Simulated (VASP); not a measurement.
Wanted: the native input for a VASP 6.6.1 run.

| Property | Result |
| --- | --- |
| Task | single point |
| Functional | HSE06 |
| Potentials or basis | VASP PAW PBE potentials, release 64 (B, Bi_d) |
| Cutoff | 520 eV |
| k mesh | 6 × 6 × 6 |
| Occupations | gaussian, width 0.01 eV |
| Spin | no spin polarisation |
| Dipole correction | no |
| Grid for exact exchange (PRECFOCK) | Normal |
| Further INCAR settings | ALGO = Normal; EDIFF = 1e-07; NBANDS = 16 |
| Share of exact exchange | 0.25 |
| Screening parameter | 0.2079 1/Å |

BiB:

```
B Bi
1.0
     0.00000    2.74487    2.74487
     2.69684    0.00000    2.74487
     2.69684    2.74487    0.00000
B Bi
1 1
Direct
  0.00000 0.00000 0.00000
  0.25000 0.25000 0.25000
```

This cell differs from its parent crystal: uniaxial x strain -1.8%.

The input as run:

POSCAR

```
BiB
1.0
    0.0000000000      2.7448744664      2.7448744664
    2.6968391632      0.0000000000      2.7448744664
    2.6968391632      2.7448744664      0.0000000000
B Bi
1 1
Direct
    0.0000000000      0.0000000000      0.0000000000
    0.2500000000      0.2500000000      0.2500000000
```

INCAR.step1

```
PREC = Accurate
ENCUT = 520
EDIFF = 1E-5
ISMEAR = 0
SIGMA = 0.01
LREAL = F
LASPH = T
NELM = 100
ALGO = Normal
ISIF = 2
LWAVE = T
LCHARG = F
GGA = PE
NBANDS = 16
```

INCAR.step2

```
PREC = Accurate
ENCUT = 520
EDIFF = 1E-7
ISMEAR = 0
SIGMA = 0.01
LREAL = F
LASPH = T
NELM = 100
ALGO = Normal
ISIF = 2
LWAVE = F
LCHARG = F
GGA = PE
LHFCALC = T
HFSCREEN = 0.2079
PRECFOCK = Normal
ISTART = 1
NBANDS = 16
```

KPOINTS

```
Automatic mesh
0
Gamma
  6 6 6
```

Potentials or basis: VASP PAW PBE potentials, release 64 (B, Bi_d).

Run with:

```console
$ cat potpaw_PBE.64/B/POTCAR potpaw_PBE.64/Bi_d/POTCAR > POTCAR
$ cp INCAR.step1 INCAR
$ mpirun -np 1 vasp_std > vasp.out
$ cp INCAR.step2 INCAR
$ mpirun -np 1 vasp_std > vasp.out
```

It gave:

```yaml
Pressure: -0.4 GPa
Band_gap_on_the_k_mesh: 0.90 eV (least direct gap 0.95 eV)
```

Caveat: the cell differs from its parent crystal (uniaxial x strain -1.8%); the PAW data sets were made with another functional, which shifts forces and pressure a little; spin-orbit coupling is left out, which moves the levels of the heavy elements.

Wall time 60 min on 1 thread of Intel(R) Xeon(R) 6975P-C (Granite Rapids) (shared host), peak memory 0.3 GiB.
